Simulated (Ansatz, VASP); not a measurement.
**One calculation of Pb, two programs**

```
Pb
1.0
     3.52928    0.00000    0.00000
    -1.76464    3.05645    0.00000
     0.00000    0.00000   11.34971
Pb
4
Direct
  0.00000 0.00000 0.00000
  0.00000 0.00000 0.50000
  0.33333 0.66667 0.25000
  0.66667 0.33333 0.75000
```

Alike in both runs: task single point; functional BLYP; k mesh 13 × 13 × 4; occupations fermi-dirac, width 0.1 eV; no spin polarisation.

```csv
,VASP,Ansatz
version,VASP 6.6.1,Ansatz 0.2.0
potentials or method,"VASP PAW PBE potentials, release 64 (Pb_d), cutoff 520 eV","plane waves (420 eV) with PAW, scalar-relativistic"
valence electrons in the cell,56,56
```

Ansatz gave:

| Quantity | Value |
| --- | --- |
| pressure (GPa) | 5.5 |
| traceless stress, the component that is largest in VASP (GPa) | 0.69 |

Task: Estimate VASP's values.

Result: Pressure (GPa): 5.6; traceless stress, the component that is largest in VASP (GPa): 0.70.

VASP's potentials were made for PBE, not for BLYP.

Spin-orbit coupling is off throughout.
